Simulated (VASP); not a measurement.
Wanted: the native input for a VASP 6.6.1 run.

* Task: electric field gradients
* Functional: PBEsol
* Potentials or basis: VASP PAW PBE potentials, release 64 (Zn, S)
* Cutoff: 520 eV
* k mesh: 4 × 4 × 4
* Occupations: gaussian, width 0.01 eV
* Spin: no spin polarisation
* Dipole correction: no
* Further INCAR settings: LREAL = Auto; ALGO = Normal; EDIFF = 1e-08; NBANDS = 86

The structure of ZnS lies in POSCAR:

```
ZnS
1.0
    0.0000000000      5.4040000000      5.4040000000
    5.4040000000      0.0000000000      5.4040000000
    5.4040000000      5.4040000000      0.0000000000
Zn S
8 8
Direct
    0.1250000000      0.1250000000      0.1250000000
    0.1250000000      0.1250000000      0.6250000000
    0.1250000000      0.6250000000      0.1250000000
    0.1250000000      0.6250000000      0.6250000000
    0.6250000000      0.1250000000      0.1250000000
    0.6250000000      0.1250000000      0.6250000000
    0.6250000000      0.6250000000      0.1250000000
    0.6250000000      0.6250000000      0.6250000000
    0.0000000000      0.0000000000      0.0000000000
    0.0000000000      0.0000000000      0.5000000000
    0.0000000000      0.5000000000      0.0000000000
    0.0000000000      0.5000000000      0.5000000000
    0.5000000000      0.0000000000      0.0000000000
    0.5000000000      0.0000000000      0.5000000000
    0.5000000000      0.5000000000      0.0000000000
    0.5000000000      0.5000000000      0.5000000000
```

One way to write it, as run:

INCAR

```
ALGO     = Normal         # electronic algorithm
EDIFF    = 1E-8           # SCF threshold, eV
ENCUT    = 520            # plane-wave cutoff, eV
GGA      = PS             # functional
ISIF     = 2              # what is computed and relaxed
ISMEAR   = 0              # smearing method
LASPH    = T              # aspherical terms in the spheres
LCHARG   = F              # write CHGCAR
LEFG     = T            
LREAL    = Auto         
LWAVE    = F              # write WAVECAR
NBANDS   = 86             # bands
NELM     = 100            # most SCF steps
PREC     = Accurate       # precision mode
SIGMA    = 0.01           # smearing width, eV
```

KPOINTS

```
k-points
0
Gamma
  4 4 4
```

Potentials or basis: VASP PAW PBE potentials, release 64 (Zn, S).

Launch:

```console
$ cat potpaw_PBE.64/Zn/POTCAR potpaw_PBE.64/S/POTCAR > POTCAR
$ mpirun -np 1 vasp_std > vasp.out
```

It gave:

```json
{
  "Pressure": "-1.8 GPa",
  "Band gap on the k mesh": "1.98 eV",
  "Largest electric field gradient by atom": "zero within the noise of the run"
}
```

Caveat: the PAW data sets were made with another functional, which shifts forces and pressure a little.

Wall time 18 min on 1 thread of Intel Xeon 8259CL, on a shared host, peak memory 0.55 GiB.
